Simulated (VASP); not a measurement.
Y3Si2F, 6 atoms in the cell. Symmetry: P6/mmm, No. 191, hexagonal system. The conventional cell has a = 6.136 Å, b = 6.136 Å, c = 3.322 Å, α = 90.00°, β = 90.00°, γ = 120.00°. Y (site symmetry mmm) has 4 Si at 2.43 Å and 4 Y at 3.07 Å within 3.2 Å. Within 3.2 Å of Si (site symmetry -6m2) lie 6 Y at 2.43 Å. Within 4.4 Å of F (site symmetry 6/mmm) lie 2 F at 3.32 Å and 12 Y at 3.49 Å and 6 Si at 3.54 Å. 

- Program: VASP 6.6.1
- Task: relaxation of cell and atoms
- Functional: PBE
- Potentials or basis: VASP PAW PBE potentials, release 64 (Y_sv, Si, F)
- Cutoff: 600 eV
- k mesh: 3 × 3 × 6
- Occupations: gaussian, width 0.1 eV
- Spin: no spin polarisation
- Dipole correction: no
- Further INCAR settings: ALGO = Normal; EDIFF = 1e-07; IBRION = 2; EDIFFG = -0.04; NSW = 90; ISIF = 3

Potentials or basis: VASP PAW PBE potentials, release 64 (Y_sv, Si, F).

The run is started by

```bash
$ cat potpaw_PBE.64/Y_sv/POTCAR potpaw_PBE.64/Si/POTCAR potpaw_PBE.64/F/POTCAR > POTCAR
$ mpirun -np 1 vasp_std > vasp.out
```

Hardware: 1 thread of Intel(R) Xeon(R) Platinum 8259CL CPU @ 2.50GHz (Skylake/Cascade Lake) (shared host).

**Question.** How long does it take, and how much memory?

**Answer.** It took 9.9 min on 1 thread of Intel(R) Xeon(R) Platinum 8259CL CPU @ 2.50GHz (Skylake/Cascade Lake), with other jobs on the host, peak memory 0.29 GiB. Counts: scf iterations 146, k points 12, ion steps 8.
